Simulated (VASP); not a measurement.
BN, 2 atoms in the cell. Symmetry: Fm-3m, No. 225, cubic system. Conventional cell: a = 3.492 Å, b = 3.492 Å, c = 3.492 Å, α = 90.00°, β = 90.00°, γ = 90.00°. Within 2.3 Å of B (site symmetry m-3m) lie 6 N at 1.75 Å. Within 2.3 Å of N (site symmetry m-3m) lie 6 B at 1.75 Å. 

```yaml
Program: VASP 6.6.1
Task: G0W0 quasiparticle levels
Functional: LDA
Potentials_or_basis: VASP PAW LDA potentials, release 64 (B_GW, N_GW)
Cutoff: 500 eV
k_mesh: 4 × 4 × 4
Occupations: gaussian, width 0.01 eV
Spin: no spin polarisation
Dipole_correction: no
GW_scheme: G0W0
GW_iterations: 1
Cutoff_of_the_response_function: 80
Frequency_points: 48
Empty_bands: 60
Further_INCAR_settings: ALGO = EVGW0; EDIFF = 1e-08; NBANDS = 64
```

Potentials or basis: VASP PAW LDA potentials, release 64 (B_GW, N_GW).

Run with:

```bash
$ cat potpaw_LDA.64/B_GW/POTCAR potpaw_LDA.64/N_GW/POTCAR > POTCAR
$ cp INCAR.step1 INCAR
$ mpirun -np 1 vasp_std > vasp.out
$ cp INCAR.step2 INCAR
$ mpirun -np 1 vasp_std > vasp.out
$ cp INCAR.step3 INCAR
$ mpirun -np 1 vasp_std > vasp.out
```

Hardware: 1 thread of Intel Xeon 8259CL (shared host).

Problem. How long does it take, and how much memory?

Solution. It took 27 s on 1 thread of Intel Xeon 8259CL (shared host), peak memory 0.13 GiB. Counts: k points 8.
